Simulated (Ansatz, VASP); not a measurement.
Given: the input of a run of VASP 6.6.1 on Zr.

File INCAR:

```
PREC = Accurate
ENCUT = 520
EDIFF = 1E-6
ISMEAR = 0
SIGMA = 0.024
LREAL = False
LASPH = True
NELM = 100
ALGO = Fast
ISIF = 2
LWAVE = False
LCHARG = False
GGA = PE
NBANDS = 19
```

The input KPOINTS:

```
Automatic mesh
0
Gamma
  9 9 5
```

File POSCAR:

```
Zr
1.0
    3.2320000000      0.0000000000      0.0000000000
   -1.6160000000      2.7989941050      0.0000000000
    0.0000000000      0.0000000000      5.1470000000
Zr
2
Direct
    0.6666666667      0.3333333333      0.7500000000
    0.3333333333      0.6666666667      0.2500000000
```

Potentials or basis: VASP PAW PBE potentials, release 64 (Zr_sv).

The run is started by

```console
$ cat potpaw_PBE.64/Zr_sv/POTCAR > POTCAR
$ mpirun -np 1 vasp_std > vasp.out
```

Problem. Set up the same calculation for Ansatz 0.2.0. Potentials there: all-electron LAPW, scalar-relativistic.

Solution. As run (the cutoff follows the program's own potentials):

The input input.yaml:

```yaml
crystal:
  lattice:
    - [3.232, 0.0, 0.0]
    - [-1.616, 2.798994105, 0.0]
    - [0.0, 0.0, 5.147]
  atoms:
    - { symbol: Zr, position: [0.6666666667, 0.3333333333, 0.75] }
    - { symbol: Zr, position: [0.3333333333, 0.6666666667, 0.25] }
kpoints:
  mp_grid: { grid: [9, 9, 5] }
scf:
  occupations: { method: gaussian, width: 0.024 }
hamiltonian:
  xc: pbe
  pseudopotentials: { kind: all_electron, lapw: { basis_error: 0.001 } }
output:
  forces: true
  stress: true
  eigenvalues: true
```

Potentials or basis: all-electron LAPW, scalar-relativistic.

Command:

```console
$ ansatz run input.yaml --threads 1 --pin off --max-ram 3072MiB --backend cpu --events-out ev --progress --plain --runs-dir out
```

Both were run:

|  | VASP | Ansatz | Ansatz less VASP |
| --- | --- | --- | --- |
| gap on the k mesh at the Fermi level (eV) | none | none | - |
| pressure (GPa) | 0.6 | 0.6 | +0.01 |
| traceless stress, the component that is largest in VASP (GPa) | 0.73 | 0.73 | 0.000 |

A gap of «none» marks a metal or a gap that the smearing closes. Ansatz ran all-electron here, and VASP with PAW potentials.
